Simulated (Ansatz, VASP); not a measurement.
BeTe: VASP beside Ansatz

INCAR

```
SYSTEM = BeTe
PREC = Accurate ; ENCUT = 520
EDIFF = 1E-7 ; ISMEAR = -1
SIGMA = 0.05 ; LREAL = .False.
LASPH = .True. ; NELM = 60
ALGO = Normal ; ISIF = 2
LWAVE = .False. ; LCHARG = .True.
GGA = CA ; LELF = .True.
LVHAR = .True. ; NBANDS = 11
```

KPOINTS

```
regular mesh
0
Gamma
  11 11 11
  0 0 0
```

The input POSCAR:

```
BeTe
1.0
    0.0000000000      2.7700000000      2.7700000000
    2.7700000000      0.0000000000      2.7700000000
    2.7700000000      2.7700000000      0.0000000000
Be Te
1 1
Direct
    0.0000000000      0.0000000000      0.0000000000
    0.7500000000      0.7500000000      0.7500000000
```

Input for Ansatz:

```yaml
crystal:
  lattice:
    - [0.0, 2.77, 2.77]
    - [2.77, 0.0, 2.77]
    - [2.77, 2.77, 0.0]
  atoms:
    - { symbol: Be, position: [0.0, 0.0, 0.0] }
    - { symbol: Te, position: [0.75, 0.75, 0.75] }
kpoints:
  mp_grid: { grid: [11, 11, 11] }
  band_path:
    path:
      - [0.0, 0.0, 0.0]
      - [-0.5, -0.5, 0.0]
      - [-0.375, -0.375, 0.25]
      - [-0.375, 0.0, 0.375]
      - [0.0, 0.0, 0.0]
      - [0.0, 0.0, 0.5]
      - [-0.5, -0.25, 0.25]
      - [-0.5, -0.5, 0.0]
    npoints: 5
scf:
  occupations: { method: fermi_dirac, width: 0.05 }
hamiltonian:
  xc: lda
  pseudopotentials: { kind: all_electron, lapw: { basis_error: 0.0005 } }
output:
  forces: true
  stress: true
  eigenvalues: true
```

Alike in both runs: task single point; functional LDA; k mesh 11 × 11 × 11; occupations fermi-dirac, width 0.05 eV; no spin polarisation.

|  | VASP | Ansatz |
| --- | --- | --- |
| version | VASP 6.6.1 | Ansatz 0.2.0 |
| potentials or method | VASP PAW LDA potentials, release 64 (Be, Te), cutoff 520 eV | all-electron LAPW, scalar-relativistic |

```csv
,VASP,Ansatz,Ansatz less VASP
pressure (GPa),0.8,0.5,-0.27
```

LDA's correlation is that of Perdew and Zunger in VASP and of Perdew and Wang (1992) in Ansatz. Ansatz ran all-electron here, and VASP with PAW potentials.

Spin-orbit coupling is off throughout.
